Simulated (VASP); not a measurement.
A run of VASP 6.6.1 is set up as follows.

Contents of INCAR:

```
SYSTEM = Li2S
PREC = Accurate
ENCUT = 750
EDIFF = 1E-6
ISMEAR = 0
SIGMA = 0.1
LREAL = .FALSE.
LASPH = .TRUE.
NELM = 120
ALGO = Normal
ISIF = 2
LWAVE = .FALSE.
LCHARG = .FALSE.
GGA = PE
NBANDS = 13
GGA_COMPAT = .FALSE.
```

The input KPOINTS:

```
regular mesh
0
G
  1 1 1
  0 0 0
```

The input POSCAR:

```
Li2S
1.0
    0.0000000000      2.8351678429      2.8351678429
    2.8351678429      0.0000000000      2.8351678429
    2.8351678429      2.8351678429      0.0000000000
Li S
2 1
Direct
    0.7500000000      0.7500000000      0.7500000000
    0.2500000000      0.2500000000      0.2500000000
    0.0000000000      0.0000000000      0.0000000000
```

Potentials or basis: VASP PAW PBE potentials, release 64 (Li_sv, S).

Launch:

```sh
$ cat potpaw_PBE.64/Li_sv/POTCAR potpaw_PBE.64/S/POTCAR > POTCAR
$ mpirun -np 1 vasp_gam > vasp.out
```

Q: Estimate the pressure.

A: 32.1 GPa.

Caveat: the k points lie up to 1.92 Å⁻¹ apart.
